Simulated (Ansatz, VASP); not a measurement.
**InAs in VASP and in Ansatz**

Contents of INCAR:

```
SYSTEM = InAs
  PREC = Accurate
  ENCUT = 600
  EDIFF = 1E-6
  ISMEAR = -1
  SIGMA = 0.05
  LREAL = .False.
  LASPH = .True.
  NELM = 100
  ALGO = Normal
  ISIF = 3
  LWAVE = .False.
  LCHARG = .False.
  GGA = PS
  IVDW = 13
  IBRION = 2
  NSW = 60
  EDIFFG = -0.01
```

KPOINTS

```
regular mesh
0
Gamma
  8 8 8
  0 0 0
```

POSCAR

```
InAs
1.0
    0.0000000000      3.0180000000      3.0180000000
    3.0180000000      0.0000000000      3.0180000000
    3.0180000000      3.0180000000      0.0000000000
In As
1 1
Direct
    0.0000000000      0.0000000000      0.0000000000
    0.7500000000      0.7500000000      0.7500000000
```

Contents of input.yaml:

```yaml
crystal:
  lattice:
    - [0.0, 3.018, 3.018]
    - [3.018, 0.0, 3.018]
    - [3.018, 3.018, 0.0]
  atoms:
    - { symbol: In, position: [0.0, 0.0, 0.0] }
    - { symbol: As, position: [0.75, 0.75, 0.75] }
hamiltonian:
  xc: pbesol
  pseudopotentials: { kind: paw }
  dispersion: d4
kpoints:
  mp_grid: { grid: [8, 8, 8] }
scf:
  occupations: { method: fermi_dirac, width: 0.05 }
output:
  forces: true
  stress: true
  eigenvalues: true
relax:
  f_tol: 0.01
  max_steps: 40
  cell: { stress_tol: 0.05 }
```

Alike in both runs: task relaxation of cell and atoms; functional PBEsol; dispersion D4; k mesh 8 × 8 × 8; occupations fermi-dirac, width 0.05 eV; no spin polarisation.

|  | VASP | Ansatz |
| --- | --- | --- |
| version | VASP 6.6.1 | Ansatz 0.2.0 |
| potentials or method | VASP PAW PBE potentials, release 64 (In_d, As) | Ansatz PAW |
| plane-wave cutoff (eV) | 600 | 420 |
| valence electrons in the cell | 18 | 28 |

|  | VASP | Ansatz | Ansatz less VASP |
| --- | --- | --- | --- |
| gap on the k mesh at the Fermi level, each at its own relaxed structure (eV) | none | none | - |
| relaxed volume (Å³/atom) | 27.72 | 27.67 | -0.052 |
| relaxed cell length with the largest relative difference (Å) | 4.280 | 4.278 | -0.0027 |

VASP's potentials were made for PBE, not for PBEsol. A gap of «none» marks a metal or a gap that the smearing closes. VASP's potentials hold 18 valence electrons a cell and Ansatz's 28, so a difference there can come from the potentials and not from the codes.

Noted on Ansatz's run: the plane-wave basis is chosen anew once the cell has moved, so the energies of steps on either side of that aren't comparable.
